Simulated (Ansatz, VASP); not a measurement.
## Ni: VASP beside Ansatz

INCAR

```
SYSTEM = Ni
  PREC = Accurate
  ENCUT = 520
  EDIFF = 1E-8
  ISMEAR = -1
  SIGMA = 0.05
  LREAL = .False.
  LASPH = .True.
  NELM = 150
  ALGO = Normal
  ISIF = 2
  LWAVE = .False.
  LCHARG = .False.
  ISPIN = 2
  MAGMOM = 1.5
  LORBIT = 11
  LMAXMIX = 4
  LEFG = .True.
  NBANDS = 15
```

File KPOINTS:

```
regular mesh
0
Gamma
  20 20 20
  0 0 0
```

The input POSCAR:

```
Ni
1.0
    0.0000000000      1.7502705000      1.7679500000
    1.7502705000      0.0000000000      1.7679500000
    1.7502705000      1.7502705000      0.0000000000
Ni
1
Direct
    0.0000000000      0.0000000000      0.0000000000
```

Input for Ansatz:

```yaml
crystal:
  lattice:
    - [0.0, 1.7502705, 1.76795]
    - [1.7502705, 0.0, 1.76795]
    - [1.7502705, 1.7502705, 0.0]
  atoms:
    - { symbol: Ni, position: [0.0, 0.0, 0.0], spin: 1.5 }
magnetization:
  spin_polarized: true
kpoints:
  mp_grid: { grid: [20, 20, 20] }
scf:
  occupations: { method: fermi_dirac, width: 0.05 }
hamiltonian:
  xc: lda
  pseudopotentials: { kind: all_electron, datasets: crystal }
output:
  forces: true
  stress: true
  eigenvalues: true
  efg: { contact_densities: true }
```

Change from the starting cell: equal xx and yy strain of -1 %, crystal datasets.

Alike in both runs: task electric field gradients; functional LDA; k mesh 20 × 20 × 20; occupations fermi-dirac, width 0.05 eV; collinear spin.

|  | VASP | Ansatz |
| --- | --- | --- |
| version | VASP 6.6.1 | Ansatz 0.2.0 |
| potentials or method | VASP PAW LDA potentials, release 64 (Ni), cutoff 520 eV | all-electron PAW with datasets made for the crystal, scalar-relativistic |

|  | VASP | Ansatz | Ansatz less VASP |
| --- | --- | --- | --- |
| pressure (GPa) | -16.0 | -16.2 | -0.20 |
| traceless stress, the component that is largest in VASP (GPa) | -0.78 | -0.79 | -0.012 |
| net moment per atom (μB) | 0.61 | 0.62 | +0.015 |
| size of the moment on the site where the two differ most (μB) | 0.61 | 0.65 | +0.040 |
| size of Vzz on the site where it differs most (V/Å²) | 0.7 | 0.5 | -0.20 |

LDA's correlation is that of Perdew and Zunger in VASP and of Perdew and Wang (1992) in Ansatz. Site moments also hang on the region over which each program counts them. Ansatz ran all-electron here, and VASP with PAW potentials. Ansatz's warnings: printed levels off.
